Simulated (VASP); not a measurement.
# Si63Se (a cell with a defect) in VASP: relaxation of the atoms with PBEsol

Aim: the relaxation of the atoms of Si63Se (a cell with a defect) with PBEsol.

All numbers are computed with VASP 6.6.1; they aren't measurements. Logs are shortened: lines on timing, memory, paths and dates and some standing lists are left out, and cuts for length are marked.

### Step 1. The cell of the first run

The cell holds a defect, 64 atoms: a = 10.866 Å, b = 10.866 Å, c = 10.866 Å, α = 90.00°, β = 90.00°, γ = 90.00°.

### Step 2. Relaxation of the atoms, PBEsol

INCAR reads:

```
SYSTEM = Si63Se
PREC     = Accurate       ! precision mode
ENCUT    = 450            ! plane-wave cutoff, eV
EDIFF    = 1E-7           ! SCF threshold, eV
ISMEAR   = -1             ! smearing method
SIGMA    = 0.05           ! smearing width, eV
LREAL    = Auto         
LASPH    = .TRUE.         ! aspherical terms in the spheres
NELM     = 120            ! most SCF steps
ALGO     = Normal         ! electronic algorithm
ISIF     = 2              ! what is computed and relaxed
LWAVE    = .FALSE.        ! write WAVECAR
LCHARG   = .FALSE.        ! write CHGCAR
GGA      = PS             ! functional
IBRION   = 2              ! ionic algorithm
NSW      = 100            ! ionic steps
EDIFFG   = -0.03          ! ionic threshold
ISYM     = -1           
GGA_COMPAT= .FALSE.      
NELMIN   = 4            
KPAR     = 1
```

KPOINTS reads:

```
explicit points
1
Reciprocal
  0.25000000   0.25000000   0.25000000 1
```

POSCAR reads:

```
Si63Se
1.0
   10.8655790000      0.0000000000      0.0000000000
    0.0000000000     10.8655790000      0.0000000000
    0.0000000000      0.0000000000     10.8655790000
Si Se
63 1
Direct
    0.0013610000      0.0020600000      0.0007690000
    0.9988770000      0.9976790000      0.4999410000
    0.0003920000      0.5007390000      0.9978170000
    0.0001460000      0.5025080000      0.5036200000
    0.4989950000      0.0026800000      0.9999660000
    0.4988100000      0.0024450000      0.4992340000
    0.5004290000      0.5023400000      0.9987970000
    0.1225080000      0.1254920000      0.1237510000
    0.1246820000      0.1233080000      0.6252790000
    0.1273910000      0.6229170000      0.1279180000
    0.1248300000      0.6250370000      0.6242070000
    0.6229700000      0.1263600000      0.1207580000
    0.6262360000      0.1280570000      0.6247490000
    0.6257210000      0.6249930000      0.1265210000
    0.6239030000      0.6246980000      0.6246050000
    0.2488540000      0.2457410000      0.9983630000
    0.2496830000      0.2524120000      0.4965820000
    0.2503870000      0.7515750000      0.9987800000
    0.2514510000      0.7494960000      0.5001980000
    0.7529760000      0.2490410000      0.0046020000
    0.7460640000      0.2476380000      0.4994550000
    0.7467850000      0.7508610000      0.0020560000
    0.7493350000      0.7486120000      0.4978530000
    0.3748990000      0.3766430000      0.1268220000
    0.3760270000      0.3757830000      0.6283170000
    0.3761710000      0.8737940000      0.1244240000
    0.3774720000      0.8758840000      0.6291550000
    0.8747000000      0.3724970000      0.1243550000
    0.8743340000      0.3730280000      0.6231290000
    0.8777890000      0.8736160000      0.1254260000
    0.8752980000      0.8750500000      0.6226120000
    0.2499800000      0.0008660000      0.2527120000
    0.2516020000      0.0014850000      0.7476980000
    0.2497590000      0.4986980000      0.2483410000
    0.2505540000      0.4981290000      0.7475880000
    0.7500120000      0.0001620000      0.2493190000
    0.7517780000      0.0006470000      0.7502780000
    0.7486590000      0.4987790000      0.2508810000
    0.7499100000      0.5004930000      0.7478640000
    0.3738140000      0.1258910000      0.3789480000
    0.3747220000      0.1258030000      0.8750500000
    0.3711430000      0.6225740000      0.3724950000
    0.3749330000      0.6240840000      0.8740470000
    0.8743550000      0.1255650000      0.3740240000
    0.8758280000      0.1258690000      0.8739760000
    0.8727320000      0.6269360000      0.3731170000
    0.8752500000      0.6250400000      0.8740340000
    0.9968720000      0.2482620000      0.2499300000
    0.9977920000      0.2510760000      0.7535770000
    0.9972040000      0.7498740000      0.2506800000
    0.9969390000      0.7502920000      0.7493840000
    0.5002440000      0.2479100000      0.2508860000
    0.4980090000      0.2496630000      0.7472110000
    0.5021530000      0.7475560000      0.2496400000
    0.4979510000      0.7506450000      0.7512690000
    0.1238830000      0.3761440000      0.3739540000
    0.1278670000      0.3731110000      0.8756020000
    0.1245490000      0.8768890000      0.3768200000
    0.1262350000      0.8734270000      0.8754400000
    0.6226080000      0.3729360000      0.3771180000
    0.6284780000      0.3750560000      0.8723790000
    0.6212400000      0.8723760000      0.3719960000
    0.6277410000      0.8728130000      0.8774330000
    0.5000830000      0.4995640000      0.5022810000
```

Potentials or basis: VASP PAW PBE potentials, release 64 (Si, Se).

Launch:

```console
> cat potpaw_PBE.64/Si/POTCAR potpaw_PBE.64/Se/POTCAR > POTCAR
> mpirun -np 4 vasp_std > vasp.out
```

OUTCAR:

```text
SYSTEM = Si63Se
   PREC = Accurate
   ENCUT = 450
   EDIFF = 1E-7
   ISMEAR = -1
   LREAL = Auto
   LASPH = .TRUE.
   NELM = 120
   ISIF = 2
   GGA = PS
   IBRION = 2
   NSW = 100
   EDIFFG = -0.03
   ISYM = -1
   NELMIN = 4

 ion  position               nearest neighbor table
   1  0.001  0.002  0.001-   8 2.31  45 2.36  30 2.36  59 2.38
   2  0.999  0.998  0.500-  31 2.31  58 2.32   9 2.36  44 2.37
   3  0.000  0.501  0.998-  47 2.34  57 2.37  10 2.38  28 2.39
   4  0.000  0.503  0.504-  11 2.31  29 2.35  56 2.38  46 2.40
   5  0.499  0.003  1.000-  12 2.31  41 2.34  26 2.36  63 2.39
   6  0.499  0.002  0.499-  40 2.31  27 2.37  13 2.37  62 2.38
[... 56 lines left out ...]
  63  0.628  0.873  0.877-  22 2.29  55 2.37  37 2.38   5 2.39
  64  0.500  0.500  0.502-  15 2.33  25 2.35  60 2.35  42 2.40

IMPORTANT INFORMATION: All symmetrisations will be switched off!
NOSYMM: (Re-)initialisation of all symmetry stuff for point group C_1.

----------------------------------------------------------------------------------------

                                     Primitive cell

  volume of cell :    1282.7990

  direct lattice vectors                    reciprocal lattice vectors
    10.865579000  0.000000000  0.000000000     0.092033752  0.000000000  0.000000000
     0.000000000 10.865579000  0.000000000     0.000000000  0.092033752  0.000000000
     0.000000000  0.000000000 10.865579000     0.000000000  0.000000000  0.092033752

  length of vectors
    10.865579000 10.865579000 10.865579000     0.092033752  0.092033752  0.092033752

  position of ions in fractional coordinates (direct lattice)
     0.001361000  0.002060000  0.000769000
     0.998877000  0.997679000  0.499941000
     0.000392000  0.500739000  0.997817000
     0.000146000  0.502508000  0.503620000
     0.498995000  0.002680000  0.999966000
     0.498810000  0.002445000  0.499234000
[... 56 lines left out ...]
     0.627741000  0.872813000  0.877433000
     0.500083000  0.499564000  0.502281000

  ion indices of the primitive-cell ions
   primitive index   ion index
                 1           1
                 2           2
                 3           3
                 4           4
                 5           5
                 6           6
[... 56 lines left out ...]
                63          63
                64          64

----------------------------------------------------------------------------------------

 KPOINTS: explicit points

Read explicit list of k-points.

 Found      1 k-points:

 Following reciprocal coordinates:
            Coordinates               Weight
  0.250000  0.250000  0.250000      1.000000
   k-points           NKPTS =      1   k-points in BZ     NKDIM =      1   number of bands    NBANDS=    164
   number of dos      NEDOS =    301   number of ions     NIONS =     64
   total plane-waves  NPLWV = 512000
   dimension x,y,z NGX =    80 NGY =   80 NGZ =   80
   dimension x,y,z NGXF=   160 NGYF=  160 NGZF=  160
   ions per type =              63   1
   NGX,Y,Z   is equivalent  to a cutoff of  12.24, 12.24, 12.24 a.u.
   NGXF,Y,Z  is equivalent  to a cutoff of  24.48, 24.48, 24.48 a.u.
 SYSTEM =  Si63Se
   PREC   = accura    normal or accurate (medium, high low for compatibility)
   ISTART =      0    job   : 0-new  1-cont  2-samecut
   ICHARG =      2    charge: 1-file 2-atom 10-const
   ISPIN  =      1    spin polarized calculation?
   LNONCOLLINEAR =      F non collinear calculations
   LSORBIT =      F    spin-orbit coupling
   LASPH  =      T    aspherical Exc in radial PAW
   ENCUT  =  450.0 eV  33.07 Ry    5.75 a.u.  18.79 18.79 18.79*2*pi/ulx,y,z
   NELM   =    120;   NELMIN=  4; NELMDL= -5     # of ELM steps
   EDIFF  = 0.1E-06   stopping-criterion for ELM
   LREAL  =      T    real-space projection
   EDIFFG = -.3E-01   stopping-criterion for IOM
   NSW    =    100    number of steps for IOM
   IBRION =      2    ionic relax: 0-MD 1-quasi-New 2-CG
   NFREE  =      1    steps in history (QN), initial steepest desc. (CG)
   ISIF   =      2    stress and relaxation
   ISYM   =     -1    0-nonsym 1-usesym 2-fastsym
   POTIM  = 0.5000    time-step for ionic-motion
   TEBEG  =    0.0;   TEEND  =   0.0 temperature during run
   PSTRESS=    0.0 pullay stress
   NELECT =     258.0000    total number of electrons
   NUPDOWN=      -1.0000    fix difference up-down
   EMIN   =  10.00;   EMAX   =-10.00  energy-range for DOS
   EFERMI =   0.00;   METHOD = LEGACY
   ISMEAR =    -1;   SIGMA  =   0.05  broadening in eV -4-tet -1-fermi 0-gaus
   EFERMI_NEDOS =   21; number of points for ismear=-14 and -15
   IALGO  =     38    algorithm
   IMIX   =      4    mixing-type and parameters
     AMIX     =   0.40;   BMIX     =  1.00
     AMIX_MAG =   1.60;   BMIX_MAG =  1.00
  volume/ion in A,a.u.               =      20.04       135.26
  Fermi-wavevector in a.u.,A,eV,Ry     =   0.959169  1.812567 12.517434  0.920005
  Thomas-Fermi vector in A             =   2.088341
   LORBIT       =      0    0 simple, 1 ext, 2 COOP (PROOUT), +10 PAW based schemes
   GGA     = PS    functional components
   LHFCALC =     F    Hartree Fock is set to
   AEXX    =    0.0000 exact exchange contribution
   IVDW    =     0    specifies the selected vdW correction
   LEPSILON=     F    determine dielectric tensor
   LRPA    =     F    only Hartree local field effects (RPA)
 conjugate gradient relaxation of ions
 non-spin polarized calculation
  energy-cutoff  :      450.00
  volume of cell :     1282.80
 maximum number of plane-waves:     27841
 NGX is ok and might be reduce to    80
   NGX = 37   NGY = 37   NGZ = 37

--------------------------------------- Ionic step        1  -------------------------------------------

 number of electron     258.0000003 magnetization

 Free energy of the ion-electron system (eV)
  ---------------------------------------------------
  ext. energy  EPLUGINS =         0.00000000
  ---------------------------------------------------
  free energy    TOTEN  =      -363.71572506 eV

  energy without entropy =     -363.64392162  energy(sigma->0) =     -363.67982334

------------------------ aborting loop because EDIFF is reached ----------------------------------------

  FORCE on cell =-STRESS in cart. coord.  units (eV):
  Direction    XX          YY          ZZ          XY          YZ          ZX
  --------------------------------------------------------------------------------------
  -------------------------------------------------------------------------------------
  Total        3.0332001      3.5280073      2.9023696    -11.5942707    -13.1720329     -9.6946125
  in kB        3.7883756      4.4063748      3.6249722    -14.4808948    -16.4514722    -12.1082790
  external PRESSURE =       3.9399075 kB  Pullay stress =       0.0000000 kB
[... 275 lines left out ...]
  FREE ENERGIE OF THE ION-ELECTRON SYSTEM (eV)
  ---------------------------------------------------
  free  energy   TOTEN  =      -364.6353728287 eV

  energy  without entropy=     -364.6000819167  energy(sigma->0) =     -364.61772737

[... ionic steps 4 to 13 ...]

--------------------------------------- Ionic step       14  -------------------------------------------

 number of electron     258.0000015 magnetization

------------------------ aborting loop because EDIFF is reached ----------------------------------------

  FORCE on cell =-STRESS in cart. coord.  units (eV):
  Direction    XX          YY          ZZ          XY          YZ          ZX
  --------------------------------------------------------------------------------------
  -------------------------------------------------------------------------------------
  Total        2.9203679      2.9157085      2.9150604    -12.4696694    -12.4899850    -12.4794623
  in kB        3.6474516      3.6416321      3.6408226    -15.5742413    -15.5996149    -15.5864724
  external PRESSURE =       3.6433021 kB  Pullay stress =       0.0000000 kB
[... 181 lines left out ...]
  energy  without entropy=     -364.8317495524  energy(sigma->0) =     -364.84352923

--------------------------------------- Ionic step       16  -------------------------------------------

 number of electron     258.0000014 magnetization

 Free energy of the ion-electron system (eV)
  ---------------------------------------------------
  ext. energy  EPLUGINS =         0.00000000
  ---------------------------------------------------
  free energy    TOTEN  =      -364.85632734 eV

  energy without entropy =     -364.83331800  energy(sigma->0) =     -364.84482267

 E-fermi :   6.3263     XC(G=0):  -9.5679

 val. band max:        6.1372651724   @ k =   0.2500   0.2500   0.2500
 cond. band min:       6.5505924344   @ k =   0.2500   0.2500   0.2500
 fundamental gap:      0.4133272619
 Fermi energy:         6.3262671030

 k-point     1 :       0.2500    0.2500    0.2500
  band No.  band energies     occupation
      1      -8.6646      2.00000
      2      -5.9548      2.00000
      3      -5.4913      2.00000
      4      -5.4912      2.00000
      5      -5.3225      2.00000
      6      -4.9787      2.00000
[... 133 lines left out ...]
    140       7.6286      0.00000
    141       7.6496      0.00000
 [bands above 141 left out]

------------------------ aborting loop because EDIFF is reached ----------------------------------------

  FORCE on cell =-STRESS in cart. coord.  units (eV):
  Direction    XX          YY          ZZ          XY          YZ          ZX
  --------------------------------------------------------------------------------------
  -------------------------------------------------------------------------------------
  Total        2.9167144      2.9245856      2.9106367    -12.5542138    -12.5328864    -12.5467641
  in kB        3.6428884      3.6527193      3.6352975    -15.6798347    -15.6531975    -15.6705303
  external PRESSURE =       3.6436351 kB  Pullay stress =       0.0000000 kB
[... 79 lines left out ...]
  FREE ENERGIE OF THE ION-ELECTRON SYSTEM (eV)
  ---------------------------------------------------
  free  energy   TOTEN  =      -364.8563273376 eV

  energy  without entropy=     -364.8333180036  energy(sigma->0) =     -364.84482267

 reached required accuracy - stopping structural energy minimisation
```

Wall time 20 min (4 MPI ranks of AMD EPYC 7R43 (Zen 3), shared host); peak memory 0.38 GiB.

What came out:

| Item | Value |
| --- | --- |
| Free energy | -364.8563 eV |
| Energy gained by relaxing | 17.8 meV/atom |
| Ionic steps | 16 |
| Pressure after relaxing | 0.4 GPa |
| Largest force after relaxing | 0.015 eV/Å |

Forces on the atoms (eV/Å):
```
Si   0.003  0.004 -0.001
Si   0.002 -0.009  0.001
Si   0.005 -0.002 -0.004
Si   0.004  0.009  0.007
Si  -0.004 -0.001 -0.005
Si   0.001 -0.002  0.005
Si   0.005  0.005  0.000
Si   0.007  0.010  0.009
Si  -0.007 -0.003 -0.002
Si  -0.004 -0.005 -0.006
Si  -0.001  0.007  0.001
Si   0.001 -0.012 -0.009
Si   0.005 -0.002  0.002
Si   0.006  0.008 -0.004
Si  -0.002 -0.007 -0.002
Si   0.005  0.001  0.004
Si  -0.008  0.006  0.000
Si   0.005 -0.003  0.007
Si   0.005  0.009 -0.002
Si   0.000  0.002  0.006
Si  -0.001  0.001 -0.002
Si  -0.003  0.000  0.003
Si  -0.004 -0.001 -0.007
Si   0.003  0.005  0.001
Si  -0.008 -0.004 -0.001
Si   0.001 -0.003  0.008
Si   0.002  0.006 -0.003
Si   0.007  0.004  0.005
Si  -0.002 -0.009  0.003
Si  -0.004 -0.008  0.002
Si  -0.002 -0.006 -0.001
Si   0.008  0.004  0.007
Si   0.001  0.000  0.005
Si  -0.003 -0.008  0.000
Si   0.001 -0.002 -0.004
Si  -0.003  0.009  0.003
Si   0.003 -0.007 -0.003
Si  -0.002 -0.008  0.003
Si   0.000 -0.002 -0.004
Si   0.004 -0.004  0.001
Si  -0.006  0.004  0.000
Si  -0.004 -0.001 -0.005
Si  -0.011 -0.004  0.001
Si   0.002 -0.002 -0.002
Si  -0.005 -0.001 -0.004
Si   0.005 -0.004 -0.002
Si  -0.011  0.008 -0.007
Si  -0.003  0.011  0.009
Si   0.004  0.008  0.002
Si   0.006  0.006  0.001
Si  -0.013  0.001  0.000
Si  -0.007 -0.003 -0.003
Si   0.006  0.005  0.009
Si   0.001  0.001 -0.001
Si  -0.006  0.003  0.004
Si  -0.002  0.006  0.002
Si   0.004 -0.007  0.001
Si   0.006  0.001  0.001
Si   0.004 -0.006 -0.007
Si  -0.001  0.002 -0.009
Si   0.008 -0.005  0.004
Si  -0.001 -0.001  0.000
Si   0.000 -0.003 -0.009
Se  -0.006 -0.004 -0.002
```

Step by step:
```tsv
step	energy change (eV)	largest force (eV/Å)	pressure (GPa)
1	0.0000	1.9880	0.39
2	-0.9057	0.7725	0.32
3	-0.9196	0.6552	0.33
4	-1.0573	0.3188	0.34
5	-1.0824	0.2205	0.35
6	-1.1159	0.0974	0.36
7	-1.1196	0.1216	0.36
8	-1.1280	0.1003	0.37
9	-1.1286	0.0948	0.37
10	-1.1327	0.0763	0.37
11	-1.1337	0.0628	0.37
12	-1.1370	0.0399	0.37
13	-1.1377	0.0422	0.37
14	-1.1396	0.0310	0.36
15	-1.1396	0.0328	0.36
16	-1.1406	0.0153	0.36
```

Final structure:
```
Si Se
1.0
    10.86558    0.00000    0.00000
     0.00000   10.86558    0.00000
     0.00000    0.00000   10.86558
Si Se
63 1
Cartesian
  10.8607 10.8624 10.8634
  10.8433 10.8465 5.4132
  10.8431 5.4121 10.8479
  0.0066 5.4338 5.4345
  5.4126 10.8458 10.8474
  5.4338 0.0073 5.4356
  5.4336 5.4350 0.0093
  1.3590 1.3586 1.3594
  1.3464 1.3472 6.7843
  1.3456 6.7848 1.3478
  1.3654 6.7977 6.8012
  6.7833 1.3487 1.3490
  6.7988 1.3660 6.8008
  6.7989 6.7998 1.3678
  6.8375 6.8386 6.8385
  2.7147 2.7156 10.8593
  2.7017 2.7013 5.4210
  2.7067 8.1482 0.0027
  2.6987 8.1794 5.4512
  8.1446 2.7094 0.0018
  8.1808 2.7016 5.4526
  8.1494 8.1488 10.8610
  8.1479 8.1498 5.4049
  4.0730 4.0742 1.3589
  3.9682 3.9705 6.9423
  4.0694 9.5057 1.3579
  4.0719 9.5239 6.7968
  9.5023 4.0700 1.3587
  9.5246 4.0751 6.7979
  9.5064 9.5078 1.3606
  9.4984 9.5003 6.8011
  2.7139 10.8583 2.7164
  2.7078 0.0031 8.1474
  2.7013 5.4224 2.7028
  2.7014 5.4505 8.1839
  8.1467 0.0027 2.7094
  8.1484 10.8616 8.1520
  8.1802 5.4509 2.7031
  8.1469 5.4033 8.1495
  4.0737 1.3572 4.0746
  4.0707 1.3570 9.5063
  3.9691 6.9427 3.9712
  4.0747 6.7981 9.5264
  9.5040 1.3590 4.0716
  9.5071 1.3611 9.5089
  9.5235 6.7974 4.0757
  9.4995 6.7979 9.5000
  10.8586 2.7146 2.7148
  0.0023 2.7088 8.1480
  0.0008 8.1471 2.7096
  10.8611 8.1493 8.1504
  5.4211 2.7035 2.7043
  5.4472 2.7005 8.1799
  5.4486 8.1816 2.7021
  5.4028 8.1488 8.1484
  1.3571 4.0734 4.0740
  1.3562 4.0719 9.5070
  1.3555 9.5050 4.0722
  1.3585 9.5091 9.5084
  6.9423 3.9704 3.9728
  6.7928 4.0743 9.5239
  6.7958 9.5252 4.0746
  6.7980 9.4991 9.5011
  5.3998 5.4010 5.4013
```

Caveat: the PAW data sets were made with another functional, which shifts forces and pressure a little.
